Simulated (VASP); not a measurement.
Set up this calculation in VASP 6.6.1, as the native input.

```
Task                   : single point
Functional             : PBEsol
Potentials or basis    : VASP PAW PBE potentials, release 64 (Sb)
Cutoff                 : 520 eV
k mesh                 : 17 × 17 × 17
Occupations            : methfessel-paxton, width 0.05 eV
Spin                   : no spin polarisation
Dipole correction      : no
Further INCAR settings : ALGO = Normal; EDIFF = 1e-07; NBANDS = 8
```

The structure of Sb lies in POSCAR:

```
Sb
1.0
    3.3342979483      0.0000000000      0.0000000000
    1.6671489741      2.8875867270      0.0000000000
    1.6671489741      0.9625289090      2.7224428746
Sb
1
Direct
    0.0000000000      0.0000000000      0.0000000000
```

The input as run:

INCAR

```
SYSTEM = Sb
PREC = Accurate ; ENCUT = 520
EDIFF = 1E-7 ; ISMEAR = 1
SIGMA = 0.05 ; LREAL = .FALSE.
LASPH = .TRUE. ; NELM = 100
ALGO = Normal ; ISIF = 2
LWAVE = .FALSE. ; LCHARG = .FALSE.
GGA = PS ; NBANDS = 8
```

KPOINTS

```
regular mesh
0
G
  17 17 17
  0 0 0
```

Potentials or basis: VASP PAW PBE potentials, release 64 (Sb).

Command:

```bash
$ cat potpaw_PBE.64/Sb/POTCAR > POTCAR
$ mpirun -np 1 vasp_std > vasp.out
```

Results of the run:

```
Pressure : 0.0 GPa
```

Caveat: the PAW data sets were made with another functional, which shifts forces and pressure a little.

Run time: 19 s on 1 thread of Intel(R) Xeon(R) Platinum 8488C (Sapphire Rapids), with other jobs on the host, peak memory 0.18 GiB.
